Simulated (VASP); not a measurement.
Runs of VASP 6.6.1 on AlN (zinc blende type). The structure is that of space group F-43m (No. 216), or close to it. The cells are those of the table. 

| level | cell | k mesh | smearing | grid for exact exchange (PRECFOCK) | screening parameter | gap on the mesh (eV) | pressure (GPa) |
| --- | --- | --- | --- | --- | --- | --- | --- |
| HSE06 | a = 3.090 Å, angles 60.0°, 2 atoms | 4 × 4 × 4 | fermi-dirac 0.05 eV | Normal | 0.2079 1/Å | 4.55 | -0.9 |
| PBE | a = 3.111 Å, angles 60.0°, 2 atoms | 6 × 6 × 6 | fermi-dirac 0.02 eV | - | - | 3.30 | 0.1 |
| HSE06 | a = 3.026 Å, angles 60.0°, 2 atoms | 4 × 4 × 4 | fermi-dirac 0.05 eV | Normal | 0.2079 1/Å | 4.61 | (b) |
| PBE | a = 3.111 Å, angles 60.0°, 2 atoms | 8 × 8 × 8 | fermi-dirac 0.1 eV | - | - | (a) | 0.1 |

Alike in all rows: task single point; potentials or basis VASP PAW PBE potentials, release 64 (Al, N); no spin polarisation; cutoff (eV) 520.

Problem. Fill in the values left out.

Solution. (a) 3.31; (b) 14.1.

Caveats: some runs use coarse meshes; the PAW data sets were made with another functional, which shifts forces and pressure a little (some runs).

A k mesh can miss the band edges.
